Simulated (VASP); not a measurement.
Wanted: the native input for a VASP 6.6.1 run.

| Item | Value |
| --- | --- |
| Task | single point |
| Functional | PBE |
| Potentials or basis | VASP PAW PBE potentials, release 64 (Mg, Ni, S) |
| Cutoff | 520 eV |
| k mesh | 10 × 10 × 4 |
| Occupations | gaussian, width 0.1 eV |
| Spin | no spin polarisation |
| Dipole correction | no |
| Further INCAR settings | ALGO = Normal; EDIFF = 1e-07; NBANDS = 40 |

The structure of Mg5NiS6 lies in POSCAR:

```
Mg5NiS6
1.0
    3.6573029037      0.0000000000      0.0000000000
    0.0000000000      3.6573029037      0.0000000000
    0.0000000000      0.0000000000     15.3485626336
Mg Ni S
5 1 6
Direct
    0.0000000000      0.0000000000      0.6593202642
    0.5000000000      0.5000000000      0.8276610527
    0.0000000000      0.0000000000      0.0000000000
    0.5000000000      0.5000000000      0.1723389473
    0.0000000000      0.0000000000      0.3406797358
    0.5000000000      0.5000000000      0.5000000000
    0.0000000000      0.0000000000      0.8289311433
    0.5000000000      0.5000000000      0.0000000000
    0.0000000000      0.0000000000      0.1710688567
    0.5000000000      0.5000000000      0.3466365563
    0.0000000000      0.0000000000      0.5000000000
    0.5000000000      0.5000000000      0.6533634437
```

One way to write it, as run:

INCAR

```
ALGO = Normal
EDIFF = 1E-7
ENCUT = 520
GGA = PE
ISIF = 2
ISMEAR = 0
LASPH = T
LCHARG = T
LELF = T
LREAL = F
LVHAR = T
LWAVE = F
NBANDS = 40
NELM = 80
PREC = Accurate
SIGMA = 0.1
```

KPOINTS

```
k-points
0
Gamma
  10 10 4
```

Potentials or basis: VASP PAW PBE potentials, release 64 (Mg, Ni, S).

Run with:

```sh
$ cat potpaw_PBE.64/Mg/POTCAR potpaw_PBE.64/Ni/POTCAR potpaw_PBE.64/S/POTCAR > POTCAR
$ mpirun -np 1 vasp_std > vasp.out
```

It gave:

* Pressure: -0.2 GPa
* Largest force: 0.027 eV/Å
* Band gap on the k mesh: zero (bands 28 and 29 overlap by 1.38 eV)

Caveat: the run has no spin polarisation, though such a crystal can be magnetic.

It took 6.6 min on 1 thread of Intel(R) Xeon(R) 6975P-C (Granite Rapids), with other jobs on the host, peak memory 0.58 GiB.
